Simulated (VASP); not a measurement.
Crystal: MnS.

```xyz
2
Lattice="0.0000 2.6045 2.6045 2.6045 0.0000 2.6045 2.6045 2.6045 0.0000" Properties=species:S:1:pos:R:3 pbc="T T T"
Mn    0.0000    0.0000    0.0000
S     2.6045    2.6045    2.6045
```

Program: VASP 6.6.1. Alike in all runs: task single point; potentials or basis VASP PAW PBE potentials, release 64 (Mn_pv, S); spin collinear, ferromagnetic start; cell as given; cutoff (eV) 520.

Order these runs on this cell by their band gap on the k mesh, lowest first.
A. level PBEsol+U; U Mn d U = 8.0 eV; k mesh 9 × 9 × 9; smearing fermi-dirac 0.05 eV
B. level PBE; k mesh 9 × 9 × 9; smearing gaussian 0.026 eV
C. level r2SCANh; k mesh 5 × 5 × 5; smearing fermi-dirac 0.05 eV; grid for exact exchange (PRECFOCK) Normal

B (metal), C (1.07 eV), A (1.49 eV).

Caveats: a cell with one magnetic atom can't hold antiferromagnetic order, which such compounds often take; semilocal functionals often make such compounds metallic where correlation or magnetic order opens a gap, which also shifts bond lengths (some runs).

A k mesh can miss the band edges.
